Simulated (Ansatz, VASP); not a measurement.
**Two plane-wave programs on KC**

```
CELL_PARAMETERS angstrom
0.00000 3.00271 3.00271
3.00271 0.00000 3.00271
3.00271 3.00271 0.00000
ATOMIC_POSITIONS crystal
K 0.50000 0.50000 0.50000
C 0.00000 0.00000 0.00000
```

Change from the starting cell: species swapped into the ScS type (Fm-3m, No. 225).

Alike in both runs: functional PBE; k mesh 6 × 6 × 6; occupations gaussian, width 0.2 eV; no spin polarisation.

Ansatz relaxed the structure, and its values are those at the end. VASP's run is a single point on that final structure, the one shown.

|  | VASP | Ansatz |
| --- | --- | --- |
| version | VASP 6.6.1 | Ansatz 0.2.0 |
| potentials or method | VASP PAW PBE potentials, release 64 (K_sv, C), cutoff 600 eV | scalar-relativistic, plane waves, PAW |
| valence electrons in the cell | 13 | 13 |

|  | VASP | Ansatz | Ansatz less VASP |
| --- | --- | --- | --- |
| gap on the k mesh at the Fermi level (eV) | none | none | - |
| pressure (GPa) | 0.0 | 0.0 | -0.05 |

A gap of «none» marks a metal or a gap that the smearing closes.
